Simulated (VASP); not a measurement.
# CaSe (I4/mmm) in VASP: further runs

The runs below take CaSe through single point, with PBE, r2SCAN.

All numbers are computed with VASP 6.6.1; they aren't measurements. Logs are shortened: lines on timing, memory, paths and dates and some standing lists are left out, and cuts for length are marked.

## Step 1: The cell of the first run

The structure is tetragonal, space group I4/mmm (No. 139). Conventional cell: a = 4.197 Å, b = 4.197 Å, c = 5.776 Å, α = 90.00°, β = 90.00°, γ = 90.00°. Ca (site symmetry 4/mmm) has 6 Se at 2.89 to 2.97 Å within 3.8 Å. Se (site symmetry 4/mmm) has 6 Ca at 2.89 to 2.97 Å within 3.8 Å.

## Step 2: Single point, PBE (uniaxial x strain -2.7%)

The input, INCAR:

```
  PREC = Accurate
  ENCUT = 520
  EDIFF = 1E-7
  ISMEAR = -1
  SIGMA = 0.02
  LREAL = F
  LASPH = T
  NELM = 60
  ALGO = Normal
  ISIF = 2
  LWAVE = F
  LCHARG = F
  GGA = PE
  NBANDS = 15
```

The input, KPOINTS:

```
Automatic mesh
0
Gamma
  8 8 8
```

The input, POSCAR:

```
CaSe
1.0
    0.0000000000      2.9675306064      2.9675306064
    2.8880007861      0.0000000000      2.9675306064
    2.8880007861      2.9675306064      0.0000000000
Ca Se
1 1
Direct
    0.0000000000      0.0000000000      0.0000000000
    0.5000000000      0.5000000000      0.5000000000
```

Potentials or basis: VASP PAW PBE potentials, release 64 (Ca_sv, Se).

The run is started by

```
> cat potpaw_PBE.64/Ca_sv/POTCAR potpaw_PBE.64/Se/POTCAR > POTCAR
> mpirun -np 1 vasp_std > vasp.out
```

OUTCAR:

```text
PREC = Accurate
   ENCUT = 520
   EDIFF = 1E-7
   ISMEAR = -1
   LREAL = F
   LASPH = T
   NELM = 60
   ISIF = 2
   GGA = PE

 ion  position               nearest neighbor table
   1  0.000  0.000  0.000-   2 2.89   2 2.89   2 2.97   2 2.97   2 2.97   2 2.97
   2  0.500  0.500  0.500-   1 2.89   1 2.89   1 2.97   1 2.97   1 2.97   1 2.97

  LATTYP: Found a body centered tetragonal cell.
 ALAT       =     4.1967220303
 C/A-ratio  =     1.3763126389

  Lattice vectors:

 A1 = (  -2.8880007861,   0.0000000000,  -2.9675306064)
 A2 = (  -2.8880007861,   0.0000000000,   2.9675306064)
 A3 = (   2.8880007861,   2.9675306064,   0.0000000000)

Analysis of symmetry for initial positions (statically):
=====================================================================
 Subroutine PRICEL returns:
 Original cell was already a primitive cell.

 Routine SETGRP: Setting up the symmetry group for a
 body centered tetragonal supercell.

 Subroutine GETGRP returns: Found 16 space group operations
 (whereof 16 operations were pure point group operations)
 out of a pool of 16 trial point group operations.

The static configuration has the point symmetry D_4h.

Analysis of symmetry for dynamics (positions and initial velocities):
=====================================================================
 Subroutine PRICEL returns:
 Original cell was already a primitive cell.

 Routine SETGRP: Setting up the symmetry group for a
 body centered tetragonal supercell.

 Subroutine GETGRP returns: Found 16 space group operations
 (whereof 16 operations were pure point group operations)
 out of a pool of 16 trial point group operations.

The dynamic configuration has the point symmetry D_4h.

 Subroutine INISYM returns: Found 16 space group operations
 (whereof 16 operations are pure point group operations),
 and found     1 'primitive' translations

----------------------------------------------------------------------------------------

                                     Primitive cell

  volume of cell :      50.8648

  direct lattice vectors                    reciprocal lattice vectors
     0.000000000  2.967530606  2.967530606    -0.173130147  0.168490259  0.168490259
     2.888000786  0.000000000  2.967530606     0.173130147 -0.168490259  0.168490259
     2.888000786  2.967530606  0.000000000     0.173130147  0.168490259 -0.168490259

  length of vectors
     4.196722030  4.140867837  4.140867837     0.294536895  0.294536895  0.294536895

  position of ions in fractional coordinates (direct lattice)
     0.000000000  0.000000000  0.000000000
     0.500000000  0.500000000  0.500000000

  ion indices of the primitive-cell ions
   primitive index   ion index
                 1           1
                 2           2

----------------------------------------------------------------------------------------

 KPOINTS: Automatic mesh

Automatic generation of k-mesh.
 Grid dimensions read from file:
 generate k-points for:    8    8    8

 Generating k-lattice:

  Cartesian coordinates                     Fractional coordinates (reciprocal lattice)
    -0.021641268  0.021061282  0.021061282     0.125000000 -0.000000000 -0.000000000
     0.021641268 -0.021061282  0.021061282     0.000000000  0.125000000  0.000000000
     0.021641268  0.021061282 -0.021061282     0.000000000  0.000000000  0.125000000

  Length of vectors
     0.036817112  0.036817112  0.036817112

  Shift w.r.t. Gamma in fractional coordinates (k-lattice)
     0.000000000  0.000000000  0.000000000

 Subroutine IBZKPT returns following result:
 ===========================================

 Found     59 irreducible k-points:

 Following reciprocal coordinates:
            Coordinates               Weight
  0.000000  0.000000  0.000000      1.000000
  0.125000  0.000000  0.000000      8.000000
  0.250000  0.000000  0.000000      8.000000
  0.375000  0.000000  0.000000      8.000000
  0.500000  0.000000  0.000000      4.000000
  0.125000  0.125000  0.000000      4.000000
[... 16 lines left out ...]
  0.250000  0.125000  0.125000      4.000000
  0.375000  0.125000  0.125000      8.000000
 [... further k-points ...]
   k-points           NKPTS =     59   k-points in BZ     NKDIM =     59   number of bands    NBANDS=     15
   number of dos      NEDOS =    301   number of ions     NIONS =      2
   total plane-waves  NPLWV =  32768
   dimension x,y,z NGX =    32 NGY =   32 NGZ =   32
   dimension x,y,z NGXF=    64 NGYF=   64 NGZF=   64
   ions per type =               1   1
   NGX,Y,Z   is equivalent  to a cutoff of  12.68, 12.85, 12.85 a.u.
   NGXF,Y,Z  is equivalent  to a cutoff of  25.35, 25.69, 25.69 a.u.
 SYSTEM =  unknown system
   PREC   = accura    normal or accurate (medium, high low for compatibility)
   ISTART =      0    job   : 0-new  1-cont  2-samecut
   ICHARG =      2    charge: 1-file 2-atom 10-const
   ISPIN  =      1    spin polarized calculation?
   LNONCOLLINEAR =      F non collinear calculations
   LSORBIT =      F    spin-orbit coupling
   LASPH  =      T    aspherical Exc in radial PAW
   ENCUT  =  520.0 eV  38.22 Ry    6.18 a.u.   7.80  7.70  7.70*2*pi/ulx,y,z
   NELM   =     60;   NELMIN=  2; NELMDL= -5     # of ELM steps
   EDIFF  = 0.1E-06   stopping-criterion for ELM
   LREAL  =      F    real-space projection
   EDIFFG = 0.1E-05   stopping-criterion for IOM
   NSW    =      0    number of steps for IOM
   IBRION =     -1    ionic relax: 0-MD 1-quasi-New 2-CG
   NFREE  =      0    steps in history (QN), initial steepest desc. (CG)
   ISIF   =      2    stress and relaxation
   ISYM   =      2    0-nonsym 1-usesym 2-fastsym
   POTIM  = 0.5000    time-step for ionic-motion
   TEBEG  =    0.0;   TEEND  =   0.0 temperature during run
   PSTRESS=    0.0 pullay stress
   NELECT =      16.0000    total number of electrons
   NUPDOWN=      -1.0000    fix difference up-down
   EMIN   =  10.00;   EMAX   =-10.00  energy-range for DOS
   EFERMI =   0.00;   METHOD = LEGACY
   ISMEAR =    -1;   SIGMA  =   0.02  broadening in eV -4-tet -1-fermi 0-gaus
   EFERMI_NEDOS =   21; number of points for ismear=-14 and -15
   IALGO  =     38    algorithm
   IMIX   =      4    mixing-type and parameters
     AMIX     =   0.40;   BMIX     =  1.00
     AMIX_MAG =   1.60;   BMIX_MAG =  1.00
  volume/ion in A,a.u.               =      25.43       171.63
  Fermi-wavevector in a.u.,A,eV,Ry     =   1.113377  2.103977 16.865896  1.239608
  Thomas-Fermi vector in A             =   2.249961
   LORBIT       =      0    0 simple, 1 ext, 2 COOP (PROOUT), +10 PAW based schemes
   GGA     = PE    functional components
   LHFCALC =     F    Hartree Fock is set to
   AEXX    =    0.0000 exact exchange contribution
   IVDW    =     0    specifies the selected vdW correction
   LEPSILON=     F    determine dielectric tensor
   LRPA    =     F    only Hartree local field effects (RPA)
 non-spin polarized calculation
  energy-cutoff  :      520.00
  volume of cell :       50.86
 maximum number of plane-waves:      1395
   NGX = 15   NGY = 15   NGZ = 15

 number of electron      15.9999999 magnetization

 Free energy of the ion-electron system (eV)
  ---------------------------------------------------
  ext. energy  EPLUGINS =         0.00000000
  ---------------------------------------------------
  free energy    TOTEN  =        -9.46263969 eV

  energy without entropy =       -9.46263969  energy(sigma->0) =       -9.46263969

 E-fermi :   3.0867     XC(G=0):  -9.2268

 val. band max:        2.5778874583   @ k =   0.0000   0.0000   0.0000
 cond. band min:       4.5374149508   @ k =   0.0000   0.5000   0.5000
 fundamental gap:      1.9595274925
 Fermi energy:         3.0867298976

 k-point     1 :       0.0000    0.0000    0.0000
  band No.  band energies     occupation
      1     -37.1278      2.00000
      2     -18.1274      2.00000
      3     -18.1274      2.00000
      4     -18.1221      2.00000
      5      -9.2948      2.00000
      6       2.5609      2.00000
      7       2.5609      2.00000
      8       2.5779      2.00000
      9       5.9603      0.00000
     10       6.2074      0.00000
     11       6.2074      0.00000
     12       6.3892      0.00000
     13       6.8044      0.00000
     14       6.9473      0.00000
     15      12.3084      0.00000

 k-point     2 :       0.1250    0.0000    0.0000
  band No.  band energies     occupation
      1     -37.1267      2.00000
      2     -18.1445      2.00000
      3     -18.1290      2.00000
      4     -18.1246      2.00000
      5      -9.1973      2.00000
      6       1.7871      2.00000
      7       2.3099      2.00000
      8       2.3234      2.00000
      9       6.1817      0.00000
     10       6.4355      0.00000
     11       6.5358      0.00000
     12       6.9058      0.00000
     13       7.2165      0.00000
     14       7.4077      0.00000
     15      12.4977      0.00000

 k-point     3 :       0.2500    0.0000    0.0000
  band No.  band energies     occupation
      1     -37.1241      2.00000
      2     -18.1889      2.00000
      3     -18.1329      2.00000
      4     -18.1268      2.00000
      5      -8.9498      2.00000
      6       0.5262      2.00000
      7       1.8327      2.00000
      8       1.8468      2.00000
      9       6.3022      0.00000
     10       6.9837      0.00000
     11       7.0455      0.00000
     12       8.2104      0.00000
     13       8.2274      0.00000
     14       8.5633      0.00000
     15      12.0481      0.00000

 k-point     4 :       0.3750    0.0000    0.0000
  band No.  band energies     occupation
      1     -37.1214      2.00000
      2     -18.2326      2.00000
      3     -18.1367      2.00000
      4     -18.1288      2.00000
      5      -8.6806      2.00000
      6      -0.4295      2.00000
      7       1.4582      2.00000
      8       1.4707      2.00000
      9       6.6847      0.00000
     10       7.7088      0.00000
     11       7.7105      0.00000
     12       8.6147      0.00000
     13       9.3334      0.00000
     14       9.5199      0.00000
     15      11.5226      0.00000
[... 307 lines left out ...]
 k-point    22 :       0.0000    0.1250    0.1250
  band No.  band energies     occupation
      1     -37.1262      2.00000
      2     -18.1408      2.00000
      3     -18.1330      2.00000
      4     -18.1330      2.00000
      5      -9.1590      2.00000
      6       1.5391      2.00000
      7       2.2965      2.00000
      8       2.2965      2.00000
      9       6.0104      0.00000
     10       6.3749      0.00000
     11       6.8210      0.00000
     12       6.8210      0.00000
     13       6.9183      0.00000
     14       8.3741      0.00000
     15      12.6546      0.00000

 k-point    23 :       0.2500    0.1250    0.1250
  band No.  band energies     occupation
      1     -37.1252      2.00000
      2     -18.1642      2.00000
      3     -18.1334      2.00000
      4     -18.1289      2.00000
      5      -9.0675      2.00000
      6       1.0617      2.00000
      7       1.9844      2.00000
      8       2.0655      2.00000
      9       6.4245      0.00000
     10       6.5399      0.00000
     11       6.9463      0.00000
     12       7.1782      0.00000
     13       8.1079      0.00000
     14       8.1422      0.00000
     15      12.5876      0.00000

 k-point    24 :       0.3750    0.1250    0.1250
  band No.  band energies     occupation
      1     -37.1225      2.00000
      2     -18.2008      2.00000
      3     -18.1411      2.00000
      4     -18.1328      2.00000
      5      -8.8330      2.00000
      6       0.1641      2.00000
      7       1.5822      2.00000
      8       1.5975      2.00000
      9       6.6008      0.00000
     10       7.0293      0.00000
     11       7.7571      0.00000
     12       7.8830      0.00000
     13       8.8416      0.00000
     14       9.2820      0.00000
     15      11.9849      0.00000

 [... further k-points ...]

------------------------ aborting loop because EDIFF is reached ----------------------------------------

  FORCE on cell =-STRESS in cart. coord.  units (eV):
  Direction    XX          YY          ZZ          XY          YZ          ZX
  --------------------------------------------------------------------------------------
  -------------------------------------------------------------------------------------
  Total        1.3621614      0.4130771      0.4130771      0.0000000      0.0000000     -0.0000000
  in kB       42.9063372     13.0113978     13.0113978      0.0000000      0.0000000     -0.0000000
  external PRESSURE =      22.9763776 kB  Pullay stress =       0.0000000 kB

 VOLUME and BASIS-vectors are now :
 -----------------------------------------------------------------------------
  energy-cutoff  :      520.00
  volume of cell :       50.86
      direct lattice vectors                 reciprocal lattice vectors
     0.000000000  2.967530606  2.967530606    -0.173130147  0.168490259  0.168490259
     2.888000786  0.000000000  2.967530606     0.173130147 -0.168490259  0.168490259
     2.888000786  2.967530606  0.000000000     0.173130147  0.168490259 -0.168490259

 POSITION                                       TOTAL-FORCE (eV/Angst)
 -----------------------------------------------------------------------------------
      0.00000      0.00000      0.00000         0.000000      0.000000      0.000000
      2.88800      2.96753      2.96753         0.000000      0.000000      0.000000
 -----------------------------------------------------------------------------------
    total drift:                                0.000000     -0.000000     -0.000000

  FREE ENERGIE OF THE ION-ELECTRON SYSTEM (eV)
  ---------------------------------------------------
  free  energy   TOTEN  =        -9.4626396941 eV

  energy  without entropy=       -9.4626396941  energy(sigma->0) =       -9.46263969
```

It took 58 s on 1 thread of Intel Xeon 8259CL, shared host; peak memory 0.2 GiB.

What came out:

- Free energy: -9.4626 eV
- Pressure: 2.3 GPa
- Band gap on the k mesh: 1.96 eV (least direct gap 2.88 eV)

Levels at points of the mesh, in eV from the valence-band top:
| k point | band 6 | band 7 | band 8 | band 9 | band 10 | band 11 |
| --- | --- | --- | --- | --- | --- | --- |
| (0.00, 0.00, 0.00) | -0.02 | -0.02 | 0.00 | 3.38 | 3.63 | 3.63 |
| (0.50, 0.00, 0.00) | -3.36 | -1.26 | -1.24 | 4.53 | 5.49 | 5.54 |
| (0.50, 0.50, 0.00) | -2.61 | -0.95 | -0.90 | 1.98 | 4.97 | 5.21 |
| (0.00, 0.50, 0.50) | -2.51 | -1.03 | -1.03 | 1.96 | 5.09 | 5.10 |

Caveat: the cell differs from its parent crystal (uniaxial x strain -2.7%). A k mesh can miss the band edges.

## Step 3: Single point, r2SCAN (uniaxial x strain -2.7%)

POSCAR is that of step 2.

The input, INCAR.step1:

```
SYSTEM = CaSe
PREC = Accurate
ENCUT = 520
ISMEAR = 0
SIGMA = 0.01
LREAL = .FALSE.
LASPH = .TRUE.
NELM = 80
NBANDS = 15
GGA = PE
ALGO = Normal
EDIFF = 1E-4
LWAVE = .TRUE.
LCHARG = .FALSE.
```

The input, INCAR.step2:

```
SYSTEM = CaSe
PREC = Accurate
ENCUT = 520
EDIFF = 1E-7
ISMEAR = 0
SIGMA = 0.01
LREAL = .FALSE.
LASPH = .TRUE.
NELM = 80
ALGO = Normal
ISIF = 2
LWAVE = .FALSE.
LCHARG = .FALSE.
METAGGA = R2SCAN
LMIXTAU = .TRUE.
NBANDS = 15
ISTART = 1
```

The input, KPOINTS:

```
Automatic mesh
0
G
  8 8 8
  0 0 0
```

Potentials or basis: VASP PAW PBE potentials, release 64 (Ca_sv, Se).

The run is started by

```
> cat potpaw_PBE.64/Ca_sv/POTCAR potpaw_PBE.64/Se/POTCAR > POTCAR
> cp INCAR.step1 INCAR
> mpirun -np 1 vasp_std > vasp.out
> cp INCAR.step2 INCAR
> mpirun -np 1 vasp_std > vasp.out
```

It took 3.5 min on 1 thread of Intel Xeon 8259CL, shared host; peak memory 0.22 GiB.

It converged, with:

- Free energy: -25.9612 eV
- Pressure: 1.9 GPa
- Band gap on the k mesh: 2.43 eV (least direct gap 3.36 eV)

Stress tensor (GPa, compression positive):
```
4.00 0.00 0.00
0.00 0.78 0.00
0.00 0.00 0.78
```

Levels at points of the mesh, in eV from the valence-band top:
| k point | band 6 | band 7 | band 8 | band 9 | band 10 | band 11 |
| --- | --- | --- | --- | --- | --- | --- |
| (0.00, 0.00, 0.00) | -0.02 | -0.02 | 0.00 | 4.15 | 4.15 | 4.16 |
| (0.50, 0.00, 0.00) | -3.36 | -1.25 | -1.24 | 5.13 | 6.10 | 6.16 |
| (0.50, 0.50, 0.00) | -2.63 | -0.97 | -0.92 | 2.45 | 5.57 | 5.94 |
| (0.00, 0.50, 0.50) | -2.54 | -1.05 | -1.05 | 2.43 | 5.68 | 5.85 |

Caveat: the cell differs from its parent crystal (uniaxial x strain -2.7%); the PAW data sets were made with another functional, which shifts forces and pressure a little. A k mesh can miss the band edges.
